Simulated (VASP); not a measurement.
Input of a VASP 6.6.1 run:

File INCAR:

```
SYSTEM = HfO2
ALGO = Normal ; EDIFF = 1E-6
ENCUT = 520 ; ISIF = 2
ISMEAR = 0 ; LASPH = .TRUE.
LCHARG = .TRUE. ; LELF = .TRUE.
LREAL = .FALSE. ; LVHAR = .TRUE.
LWAVE = .FALSE. ; NBANDS = 31
NELM = 60 ; PREC = Accurate
SIGMA = 0.02
```

KPOINTS

```
k-points
0
G
  6 6 8
  0 0 0
```

POSCAR

```
HfO2
1.0
    4.7888991402      0.0000000000      0.0000000000
    0.0000000000      4.7888991402      0.0000000000
    0.0000000000      0.0000000000      3.0583858954
Hf O
2 4
Direct
    0.0000000000      0.0000000000      0.0000000000
    0.5000000000      0.5000000000      0.5000000000
    0.1979992334      0.8020007666      0.5000000000
    0.3020007666      0.3020007666      0.0000000000
    0.6979992334      0.6979992334      0.0000000000
    0.8020007666      0.1979992334      0.5000000000
```

Potentials or basis: VASP PAW LDA potentials, release 64 (Hf_pv, O).

Run with:

```console
$ cat potpaw_LDA.64/Hf_pv/POTCAR potpaw_LDA.64/O/POTCAR > POTCAR
$ mpirun -np 1 vasp_std > vasp.out
```

Q: What does it give for the pressure?

A: 10.0 GPa.

Q: Predict the band gap on the k mesh.

A: 3.77 eV.

Forces in eV/Å, atoms in the order of the input:
```
Hf   0.000  0.000  0.000
Hf   0.000  0.000  0.000
O   -0.036  0.036  0.000
O    0.036  0.036  0.000
O   -0.036 -0.036  0.000
O    0.036 -0.036  0.000
```

Caveat: the stress differs along the axes, from 5 to 20 GPa; spin-orbit coupling is left out, which moves the levels of the heavy elements. A k mesh can miss the band edges.
